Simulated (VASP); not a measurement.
AlGaN2, 4 atoms in the cell. The structure is tetragonal, space group P-4m2 (No. 115). Conventional cell: a = 3.129 Å, b = 3.129 Å, c = 4.408 Å, α = 90.00°, β = 90.00°, γ = 90.00°. Within 2.5 Å of Al (site symmetry -4m2) lie 4 N at 1.89 Å. Within 2.6 Å of Ga (site symmetry -4m2) lie 4 N at 1.94 Å. N (site symmetry 2mm) has 2 Al at 1.89 Å and 2 Ga at 1.94 Å within 2.5 Å. 

| Item | Value |
| --- | --- |
| Program | VASP 6.6.1 |
| Task | single point |
| Functional | r2SCAN |
| Potentials or basis | VASP PAW PBE potentials, release 64 (Al, Ga_d, N) |
| Cutoff | 520 eV |
| k mesh | 8 × 8 × 6 |
| Occupations | gaussian, width 0.02 eV |
| Spin | no spin polarisation |
| Dipole correction | no |
| Further INCAR settings | ALGO = Normal; EDIFF = 1e-07; NBANDS = 21 |

Potentials or basis: VASP PAW PBE potentials, release 64 (Al, Ga_d, N).

Command:

```console
$ cat potpaw_PBE.64/Al/POTCAR potpaw_PBE.64/Ga_d/POTCAR potpaw_PBE.64/N/POTCAR > POTCAR
$ cp INCAR.step1 INCAR
$ mpirun -np 1 vasp_std > vasp.out
$ cp INCAR.step2 INCAR
$ mpirun -np 1 vasp_std > vasp.out
```

Hardware: 1 thread of Intel(R) Xeon(R) 6975P-C (Granite Rapids) (shared host).

Q: Estimate the wall time of this run.

A: It took 77 s on 1 thread of Intel(R) Xeon(R) 6975P-C (Granite Rapids), with other jobs on the host, peak memory 0.2 GiB. Counts: k points 60.
